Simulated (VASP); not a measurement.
# MoS2 (P-3m1) in VASP: a series of runs

MoS2 is run at these levels: PBEsol; tasks: single point.

All numbers are computed with VASP 6.6.1; they aren't measurements. Logs are shortened: lines on timing, memory, paths and dates and some standing lists are left out, and cuts for length are marked.

## (1) The cell of the first run

Symmetry: P-3m1, No. 164, trigonal system. Conventional cell: a = 3.162 Å, b = 3.162 Å, c = 6.184 Å, α = 90.00°, β = 90.00°, γ = 120.00°. Mo (site symmetry -3m) has 6 S at 2.37 Å within 3.1 Å. S (site symmetry 3m) has 3 Mo at 2.37 Å within 3.1 Å.

## (2) Single point, PBEsol

INCAR

```
SYSTEM = MoS2
ALGO = Normal
EDIFF = 1E-6
ENCUT = 520
GGA = PS
ISIF = 2
ISMEAR = -1
LASPH = .TRUE.
LCHARG = .TRUE.
LELF = .TRUE.
LREAL = .FALSE.
LVHAR = .TRUE.
LWAVE = .FALSE.
NBANDS = 20
NELM = 80
PREC = Accurate
SIGMA = 0.1
```

KPOINTS

```
k-points
0
G
  10 10 5
  0 0 0
```

POSCAR

```
MoS2
1.0
    3.1615798804      0.0000000000      0.0000000000
   -1.5807894504      2.7380078265      0.0000000000
    0.0000000000      0.0000000000      6.1836108624
Mo S
1 2
Direct
    0.0000000000      0.0000000000      0.5000000000
    0.3333333333      0.6666666667      0.2553190000
    0.6666666667      0.3333333333      0.7446810000
```

Potentials or basis: VASP PAW PBE potentials, release 64 (Mo_sv, S).

The run is started by

```console
$ cat potpaw_PBE.64/Mo_sv/POTCAR potpaw_PBE.64/S/POTCAR > POTCAR
$ mpirun -np 1 vasp_std > vasp.out
```

OUTCAR:

```text
SYSTEM = MoS2
   EDIFF = 1E-6
   ENCUT = 520
   GGA = PS
   ISIF = 2
   ISMEAR = -1
   LASPH = .TRUE.
   LREAL = .FALSE.
   NELM = 80
   PREC = Accurate

 ion  position               nearest neighbor table
   1  0.000  0.000  0.500-   2 2.37   3 2.37   3 2.37   2 2.37   3 2.37   2 2.37
   2  0.333  0.667  0.255-   1 2.37   1 2.37   1 2.37
   3  0.667  0.333  0.745-   1 2.37   1 2.37   1 2.37

  LATTYP: Found a hexagonal cell.
 ALAT       =     3.1615798804
 C/A-ratio  =     1.9558610240

  Lattice vectors:

 A1 = (   3.1615798804,   0.0000000000,   0.0000000000)
 A2 = (  -1.5807894504,   2.7380078265,   0.0000000000)
 A3 = (   0.0000000000,   0.0000000000,   6.1836108624)

Analysis of symmetry for initial positions (statically):
=====================================================================
 Subroutine PRICEL returns:
 Original cell was already a primitive cell.

 Routine SETGRP: Setting up the symmetry group for a
 hexagonal supercell.

 Subroutine GETGRP returns: Found 12 space group operations
 (whereof 12 operations were pure point group operations)
 out of a pool of 24 trial point group operations.

The static configuration has the point symmetry D_3d.

Analysis of symmetry for dynamics (positions and initial velocities):
=====================================================================
 Subroutine PRICEL returns:
 Original cell was already a primitive cell.

 Routine SETGRP: Setting up the symmetry group for a
 hexagonal supercell.

 Subroutine GETGRP returns: Found 12 space group operations
 (whereof 12 operations were pure point group operations)
 out of a pool of 24 trial point group operations.

The dynamic configuration has the point symmetry D_3d.

 Subroutine INISYM returns: Found 12 space group operations
 (whereof 12 operations are pure point group operations),
 and found     1 'primitive' translations

----------------------------------------------------------------------------------------

                                     Primitive cell

  volume of cell :      53.5280

  direct lattice vectors                    reciprocal lattice vectors
     3.161579880  0.000000000  0.000000000     0.316297559  0.182614469  0.000000000
    -1.580789450  2.738007827  0.000000000     0.000000000  0.365229051  0.000000000
     0.000000000  0.000000000  6.183610862     0.000000000  0.000000000  0.161717809

  length of vectors
     3.161579880  3.161579059  6.183610862     0.365228956  0.365229051  0.161717809

  position of ions in fractional coordinates (direct lattice)
     0.000000000  0.000000000  0.500000000
     0.333333333  0.666666667  0.255319000
     0.666666667  0.333333333  0.744681000

  ion indices of the primitive-cell ions
   primitive index   ion index
                 1           1
                 2           2
                 3           3

----------------------------------------------------------------------------------------

 KPOINTS: k-points

Automatic generation of k-mesh.
 Grid dimensions read from file:
 generate k-points for:   10   10    5

 Generating k-lattice:

  Cartesian coordinates                     Fractional coordinates (reciprocal lattice)
     0.031629756  0.018261447  0.000000000     0.100000000  0.000000000  0.000000000
     0.000000000  0.036522905  0.000000000     0.000000000  0.100000000  0.000000000
     0.000000000  0.000000000  0.032343562     0.000000000  0.000000000  0.200000000

  Length of vectors
     0.036522896  0.036522905  0.032343562

  Shift w.r.t. Gamma in fractional coordinates (k-lattice)
     0.000000000  0.000000000  0.000000000

 Subroutine IBZKPT returns following result:
 ===========================================

 Found     58 irreducible k-points:

 Following reciprocal coordinates:
            Coordinates               Weight
  0.000000  0.000000  0.000000      1.000000
  0.100000 -0.000000  0.000000      6.000000
  0.200000 -0.000000  0.000000      6.000000
  0.300000  0.000000  0.000000      6.000000
  0.400000  0.000000  0.000000      6.000000
  0.500000  0.000000  0.000000      3.000000
[... 16 lines left out ...]
  0.000000  0.400000  0.200000      6.000000
  0.500000  0.000000  0.200000      6.000000
 [... further k-points ...]
   k-points           NKPTS =     58   k-points in BZ     NKDIM =     58   number of bands    NBANDS=     20
   number of dos      NEDOS =    301   number of ions     NIONS =      3
   total plane-waves  NPLWV =  27648
   dimension x,y,z NGX =    24 NGY =   24 NGZ =   48
   dimension x,y,z NGXF=    48 NGYF=   48 NGZF=   96
   ions per type =               1   2
   NGX,Y,Z   is equivalent  to a cutoff of  12.62, 12.62, 12.90 a.u.
   NGXF,Y,Z  is equivalent  to a cutoff of  25.24, 25.24, 25.81 a.u.
 SYSTEM =  MoS2
   PREC   = accura    normal or accurate (medium, high low for compatibility)
   ISTART =      0    job   : 0-new  1-cont  2-samecut
   ICHARG =      2    charge: 1-file 2-atom 10-const
   ISPIN  =      1    spin polarized calculation?
   LNONCOLLINEAR =      F non collinear calculations
   LSORBIT =      F    spin-orbit coupling
   LASPH  =      T    aspherical Exc in radial PAW
   ENCUT  =  520.0 eV  38.22 Ry    6.18 a.u.   5.88  5.88 11.50*2*pi/ulx,y,z
   NELM   =     80;   NELMIN=  2; NELMDL= -5     # of ELM steps
   EDIFF  = 0.1E-05   stopping-criterion for ELM
   LREAL  =      F    real-space projection
   EDIFFG = 0.1E-04   stopping-criterion for IOM
   NSW    =      0    number of steps for IOM
   IBRION =     -1    ionic relax: 0-MD 1-quasi-New 2-CG
   NFREE  =      0    steps in history (QN), initial steepest desc. (CG)
   ISIF   =      2    stress and relaxation
   ISYM   =      2    0-nonsym 1-usesym 2-fastsym
   POTIM  = 0.5000    time-step for ionic-motion
   TEBEG  =    0.0;   TEEND  =   0.0 temperature during run
   PSTRESS=    0.0 pullay stress
   NELECT =      26.0000    total number of electrons
   NUPDOWN=      -1.0000    fix difference up-down
   EMIN   =  10.00;   EMAX   =-10.00  energy-range for DOS
   EFERMI =   0.00;   METHOD = LEGACY
   ISMEAR =    -1;   SIGMA  =   0.10  broadening in eV -4-tet -1-fermi 0-gaus
   EFERMI_NEDOS =   21; number of points for ismear=-14 and -15
   IALGO  =     38    algorithm
   IMIX   =      4    mixing-type and parameters
     AMIX     =   0.40;   BMIX     =  1.00
     AMIX_MAG =   1.60;   BMIX_MAG =  1.00
  volume/ion in A,a.u.               =      17.84       120.41
  Fermi-wavevector in a.u.,A,eV,Ry     =   1.286883  2.431856 22.532159  1.656067
  Thomas-Fermi vector in A             =   2.418930
   LORBIT       =      0    0 simple, 1 ext, 2 COOP (PROOUT), +10 PAW based schemes
   GGA     = PS    functional components
   LHFCALC =     F    Hartree Fock is set to
   AEXX    =    0.0000 exact exchange contribution
   IVDW    =     0    specifies the selected vdW correction
   LEPSILON=     F    determine dielectric tensor
   LRPA    =     F    only Hartree local field effects (RPA)
 non-spin polarized calculation
  energy-cutoff  :      520.00
  volume of cell :       53.53
 maximum number of plane-waves:      1462
   NGX = 11   NGY = 11   NGZ = 23

 number of electron      25.9999998 magnetization

 Free energy of the ion-electron system (eV)
  ---------------------------------------------------
  ext. energy  EPLUGINS =         0.00000000
  ---------------------------------------------------
  free energy    TOTEN  =       -22.56754444 eV

  energy without entropy =      -22.53031879  energy(sigma->0) =      -22.54893161

 E-fermi :   7.6473     XC(G=0): -10.9276

 val. band max:        7.6073888664   @ k =   0.1000  -0.0000   0.0000
 cond. band min:       7.6475641240   @ k =   0.2000   0.2000   0.4000
 fundamental gap:      0.0401752576
 Fermi energy:         7.6473437704

 k-point     1 :       0.0000    0.0000    0.0000
  band No.  band energies     occupation
      1     -54.0344      2.00000
      2     -28.1621      2.00000
      3     -28.0622      2.00000
      4     -28.0622      2.00000
      5      -7.6075      2.00000
      6      -5.9497      2.00000
[... 12 lines left out ...]
     19      14.2548      0.00000
     20      17.2014      0.00000

 k-point     2 :       0.1000   -0.0000    0.0000
  band No.  band energies     occupation
      1     -54.0303      2.00000
      2     -28.1538      2.00000
      3     -28.1032      2.00000
      4     -28.0714      2.00000
      5      -7.4403      2.00000
      6      -5.9207      2.00000
[... 12 lines left out ...]
     19      14.7609      0.00000
     20      16.7636      0.00000

 k-point     3 :       0.2000   -0.0000    0.0000
  band No.  band energies     occupation
      1     -54.0196      2.00000
      2     -28.2095      2.00000
      3     -28.1320      2.00000
      4     -28.0956      2.00000
      5      -6.9746      2.00000
      6      -5.8401      2.00000
[... 12 lines left out ...]
     19      15.6383      0.00000
     20      16.5327      0.00000

 k-point     4 :       0.3000    0.0000    0.0000
  band No.  band energies     occupation
      1     -54.0063      2.00000
      2     -28.3383      2.00000
      3     -28.1253      2.00000
      4     -28.1051      2.00000
      5      -6.3494      2.00000
      6      -5.6951      2.00000
[... 12 lines left out ...]
     19      14.9783      0.00000
     20      15.7155      0.00000

 k-point     5 :       0.4000    0.0000    0.0000
  band No.  band energies     occupation
      1     -53.9956      2.00000
      2     -28.4407      2.00000
      3     -28.1492      2.00000
      4     -28.0833      2.00000
      5      -5.9524      2.00000
      6      -5.3295      2.00000
[... 12 lines left out ...]
     19      14.5603      0.00000
     20      15.5838      0.00000
[... 353 lines left out ...]
      6      -5.8103      2.00000
[... 12 lines left out ...]
     19      15.4307      0.00000
     20      15.5946      0.00000

 k-point    22 :       0.4000    0.0000    0.2000
  band No.  band energies     occupation
      1     -53.9956      2.00000
      2     -28.4407      2.00000
      3     -28.1492      2.00000
      4     -28.0833      2.00000
      5      -6.0131      2.00000
      6      -5.2409      2.00000
[... 12 lines left out ...]
     19      14.0051      0.00000
     20      16.5674      0.00000

 k-point    23 :       0.0000    0.4000    0.2000
  band No.  band energies     occupation
      1     -53.9956      2.00000
      2     -28.4407      2.00000
      3     -28.1492      2.00000
      4     -28.0833      2.00000
      5      -5.9161      2.00000
      6      -5.3775      2.00000
[... 12 lines left out ...]
     19      14.3216      0.00000
     20      15.4024      0.00000

 k-point    24 :       0.5000    0.0000    0.2000
  band No.  band energies     occupation
      1     -53.9915      2.00000
      2     -28.4794      2.00000
      3     -28.1583      2.00000
      4     -28.0749      2.00000
      5      -5.9032      2.00000
      6      -5.0134      2.00000
[... 12 lines left out ...]
     19      14.2554      0.00000
     20      15.4168      0.00000

 [... further k-points ...]
[... 5 lines left out ...]
  --------------------------------------------------------------------------------------
  -------------------------------------------------------------------------------------
  Total        1.3387910      1.3387904      3.0420050      0.0000002     -0.0000000      0.0000000
  in kB       40.0721260     40.0721065     91.0520033      0.0000072     -0.0000000      0.0000000
  external PRESSURE =      57.0654119 kB  Pullay stress =       0.0000000 kB

 VOLUME and BASIS-vectors are now :
 -----------------------------------------------------------------------------
  energy-cutoff  :      520.00
  volume of cell :       53.53
      direct lattice vectors                 reciprocal lattice vectors
     3.161579880  0.000000000  0.000000000     0.316297559  0.182614469  0.000000000
    -1.580789450  2.738007827  0.000000000     0.000000000  0.365229051  0.000000000
     0.000000000  0.000000000  6.183610862     0.000000000  0.000000000  0.161717809

 POSITION                                       TOTAL-FORCE (eV/Angst)
 -----------------------------------------------------------------------------------
      0.00000      0.00000      3.09181        -0.000000      0.000000      0.000000
      0.00000      1.82534      1.57879        -0.000000      0.000000     -1.087554
      1.58079      0.91267      4.60482         0.000000      0.000000      1.087554
 -----------------------------------------------------------------------------------
    total drift:                                0.000000      0.000000      0.000000

  FREE ENERGIE OF THE ION-ELECTRON SYSTEM (eV)
  ---------------------------------------------------
  free  energy   TOTEN  =       -22.5675444355 eV

  energy  without entropy=      -22.5303187892  energy(sigma->0) =      -22.54893161
```

It took 51 s on 1 thread of Intel Xeon 8259CL, shared host; peak memory 0.2 GiB.

What came out:

```
Free energy            : -22.5675 eV
Pressure               : 5.7 GPa
Largest force          : 1.088 eV/Å
Band gap on the k mesh : zero (band 13 reaches 8.07 eV, above the bottom of band 14 at 7.31 eV)
```

Forces in eV/Å, atoms in the order of the input:
```
Mo   0.000  0.000  0.000
S    0.000  0.000 -1.088
S    0.000  0.000  1.088
```

Stress tensor (GPa, compression positive):
```
4.01 0.00 0.00
0.00 4.01 0.00
0.00 0.00 9.11
```

Levels at points of the mesh, in eV from the Fermi level:
```tsv
k point	band 9	band 10	band 11	band 12	band 13	band 14	band 15	band 16	band 17	band 18
(0.00, 0.00, 0.00)	-4.34	-1.92	-1.27	-1.09	-1.09	-0.27	-0.27	3.45	3.45	6.00
(0.50, 0.00, 0.00)	-5.10	-4.39	-3.36	-1.86	-1.83	1.04	1.85	3.93	3.94	5.52
```

Caveat: the PAW data sets were made with another functional, which shifts forces and pressure a little; this functional lacks dispersion, which binds the layers, so the pressure and a relaxed spacing across them are unreliable.

## (3) Single point, PBEsol

This run uses another cell than the first one, of 18.41 Å³/atom, 1.032 times its volume.

INCAR

```
SYSTEM = MoS2
  PREC = Accurate
  ENCUT = 520
  EDIFF = 1E-6
  ISMEAR = -1
  SIGMA = 0.1
  LREAL = .FALSE.
  LASPH = .TRUE.
  NELM = 100
  ALGO = Normal
  ISIF = 2
  LWAVE = .FALSE.
  LCHARG = .FALSE.
  GGA = PS
  NBANDS = 20
```

KPOINTS

```
Automatic mesh
0
G
  10 10 5
  0 0 0
```

POSCAR

```
MoS2
1.0
    3.1948621144      0.0000000000      0.0000000000
   -1.5974305622      2.7668310797      0.0000000000
    0.0000000000      0.0000000000      6.2487062868
Mo S
1 2
Direct
    0.0000000000      0.0000000000      0.5000000000
    0.3333333333      0.6666666667      0.2553190000
    0.6666666667      0.3333333333      0.7446810000
```

Potentials or basis: VASP PAW PBE potentials, release 64 (Mo_sv, S).

The run is started by

```console
$ cat potpaw_PBE.64/Mo_sv/POTCAR potpaw_PBE.64/S/POTCAR > POTCAR
$ mpirun -np 1 vasp_std > vasp.out
```

Wall time 60 s (1 thread of Intel Xeon 8259CL, shared host); peak memory 0.2 GiB.

Results (log left out):

| Quantity | Value |
| --- | --- |
| Free energy | -22.6024 eV |
| Pressure | 0.8 GPa |
| Largest force | 0.524 eV/Å |
| Band gap on the k mesh | zero (band 13 reaches 7.64 eV, above the bottom of band 14 at 6.88 eV) |

Forces in eV/Å, atoms in the order of the input:
```
Mo   0.000  0.000  0.000
S    0.000  0.000 -0.524
S    0.000  0.000  0.524
```

Stress tensor (GPa, compression positive):
```
-0.63  0.00  0.00
 0.00 -0.63  0.00
 0.00  0.00  3.76
```

Levels at points of the mesh, in eV from the Fermi level:
```
           k point  band 11  band 12  band 13  band 14  band 15  band 16
(0.00, 0.00, 0.00)    -1.17    -1.02    -1.02    -0.28    -0.28     3.33
(0.50, 0.00, 0.00)    -3.28    -1.80    -1.80     0.99     1.78     3.78
```

Caveat: the PAW data sets were made with another functional, which shifts forces and pressure a little; this functional lacks dispersion, which binds the layers, so the pressure and a relaxed spacing across them are unreliable.

## (4) Single point, PBEsol

This run uses another cell than the first one, of 18.98 Å³/atom, 1.064 times its volume.

INCAR

```
SYSTEM = MoS2
PREC = Accurate
ENCUT = 520
EDIFF = 1E-6
ISMEAR = -1
SIGMA = 0.1
LREAL = .False.
LASPH = .True.
NELM = 80
ALGO = Normal
ISIF = 2
LWAVE = .False.
LCHARG = .True.
GGA = PS
LELF = .True.
LVHAR = .True.
NBANDS = 20
```

KPOINTS

```
regular mesh
0
Gamma
  10 10 5
  0 0 0
```

POSCAR

```
MoS2
1.0
    3.2274650000      0.0000000000      0.0000000000
   -1.6137320000      2.7950660000      0.0000000000
    0.0000000000      0.0000000000      6.3124730000
Mo S
1 2
Direct
    0.0000000000      0.0000000000      0.5000000000
    0.3333333333      0.6666666667      0.2553190000
    0.6666666667      0.3333333333      0.7446810000
```

The run is started by

```console
$ cat potpaw_PBE.64/Mo_sv/POTCAR potpaw_PBE.64/S/POTCAR > POTCAR
$ mpirun -np 1 vasp_std > vasp.out
```

It took 80 s on 1 thread of Intel Xeon 8259CL, shared host; peak memory 0.21 GiB.

Results (log left out):

| Item | Value |
| --- | --- |
| Free energy | -22.5893 eV |
| Pressure | -3.3 GPa |
| Largest force | 0.021 eV/Å |
| Band gap on the k mesh | zero (band 13 reaches 7.24 eV, above the bottom of band 14 at 6.47 eV) |

Forces on the atoms (eV/Å):
```
Mo   0.000  0.000  0.000
S    0.000  0.000 -0.021
S    0.000  0.000  0.021
```

Stress tensor (GPa, compression positive):
```
-4.55  0.00  0.00
 0.00 -4.55  0.00
 0.00  0.00 -0.79
```

Levels at points of the mesh, in eV from the Fermi level:
| k point | band 9 | band 10 | band 11 | band 12 | band 13 | band 14 | band 15 | band 16 | band 17 | band 18 |
| --- | --- | --- | --- | --- | --- | --- | --- | --- | --- | --- |
| (0.00, 0.00, 0.00) | -4.04 | -1.83 | -1.09 | -0.96 | -0.96 | -0.30 | -0.30 | 3.21 | 3.21 | 5.98 |
| (0.50, 0.00, 0.00) | -4.77 | -4.10 | -3.20 | -1.76 | -1.74 | 0.94 | 1.70 | 3.64 | 3.78 | 5.54 |

Caveat: the PAW data sets were made with another functional, which shifts forces and pressure a little; this functional lacks dispersion, which binds the layers, so the pressure and a relaxed spacing across them are unreliable.

## (5) Single point, PBEsol

This run uses another cell than the first one, of 19.55 Å³/atom, 1.096 times its volume.

INCAR

```
SYSTEM = MoS2
ALGO = Normal
EDIFF = 1E-7
ENCUT = 520
GGA = PS
ISIF = 2
ISMEAR = -1
LASPH = .True.
LCHARG = .True.
LELF = .True.
LREAL = .False.
LVHAR = .True.
LWAVE = .False.
NBANDS = 20
NELM = 60
PREC = Accurate
SIGMA = 0.1
```

KPOINTS

```
k-points
0
Gamma
  10 10 5
  0 0 0
```

POSCAR

```
MoS2
1.0
    3.2594221773      0.0000000000      0.0000000000
   -1.6297105837      2.8227417207      0.0000000000
    0.0000000000      0.0000000000      6.3749767976
Mo S
1 2
Direct
    0.0000000000      0.0000000000      0.5000000000
    0.3333333333      0.6666666667      0.2553190000
    0.6666666667      0.3333333333      0.7446810000
```

The run is started by

```console
$ cat potpaw_PBE.64/Mo_sv/POTCAR potpaw_PBE.64/S/POTCAR > POTCAR
$ mpirun -np 1 vasp_std > vasp.out
```

Run time: 94 s. Hardware: 1 thread of Intel Xeon 8259CL, shared host; peak memory 0.21 GiB.

Results (log left out):

```
Free energy            : -22.5357 eV
Pressure               : -6.8 GPa
Largest force          : 0.426 eV/Å
Band gap on the k mesh : zero (band 13 reaches 6.86 eV, above the bottom of band 14 at 6.09 eV)
```

Forces on the atoms (eV/Å):
```
Mo   0.000  0.000  0.000
S    0.000  0.000  0.426
S    0.000  0.000 -0.426
```

Stress tensor (GPa, compression positive):
```
-7.84  0.00  0.00
 0.00 -7.84  0.00
 0.00  0.00 -4.67
```

Levels at points of the mesh, in eV from the Fermi level:
```csv
k point,band 10,band 11,band 12,band 13,band 14,band 15,band 16,band 17
"(0.00, 0.00, 0.00)",-1.79,-1.01,-0.91,-0.91,-0.31,-0.31,3.10,3.10
"(0.50, 0.00, 0.00)",-3.97,-3.12,-1.73,-1.68,0.89,1.64,3.51,3.69
```

Caveat: the PAW data sets were made with another functional, which shifts forces and pressure a little; this functional lacks dispersion, which binds the layers, so the pressure and a relaxed spacing across them are unreliable.

[end of part 1 of 2]
